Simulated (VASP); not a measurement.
Set up this calculation in VASP 6.6.1, as the native input.

* Task: single point
* Functional: PBEsol
* Potentials or basis: VASP PAW PBE potentials, release 64 (Lu)
* Cutoff: 520 eV
* k mesh: 9 × 9 × 9
* Occupations: fermi-dirac, width 0.1 eV
* Spin: no spin polarisation
* Dipole correction: no
* Further INCAR settings: ALGO = Normal; EDIFF = 1e-06; NBANDS = 18

The structure of Lu lies in POSCAR:

```
Lu
1.0
    1.9123373944      1.9123373944      1.9123373944
   -1.9123373944      1.9123373944      1.9123373944
   -1.9123373944     -1.9123373944      1.9123373944
Lu
1
Direct
    0.0000000000      0.0000000000      0.0000000000
```

This isn't the form of Lu at room conditions, which is hcp.

The input as run:

INCAR

```
  ALGO = Normal
  EDIFF = 1E-6
  ENCUT = 520
  GGA = PS
  ISIF = 2
  ISMEAR = -1
  LASPH = T
  LCHARG = T
  LELF = T
  LREAL = F
  LVHAR = T
  LWAVE = F
  NBANDS = 18
  NELM = 100
  PREC = Accurate
  SIGMA = 0.1
```

KPOINTS

```
k-points
0
Gamma
  9 9 9
```

Potentials or basis: VASP PAW PBE potentials, release 64 (Lu).

Launch:

```bash
$ cat potpaw_PBE.64/Lu/POTCAR > POTCAR
$ mpirun -np 1 vasp_std > vasp.out
```

It gave:

```
Pressure               : 0.1 GPa
Band gap on the k mesh : zero (an odd number of electrons rules out a gap without spin polarisation)
```

Caveat: the PAW data sets were made with another functional, which shifts forces and pressure a little; spin-orbit coupling is left out, which moves the levels of the heavy elements.

It took 12 s on 1 thread of Intel(R) Xeon(R) 6975P-C (Granite Rapids) (shared host), peak memory 0.17 GiB.
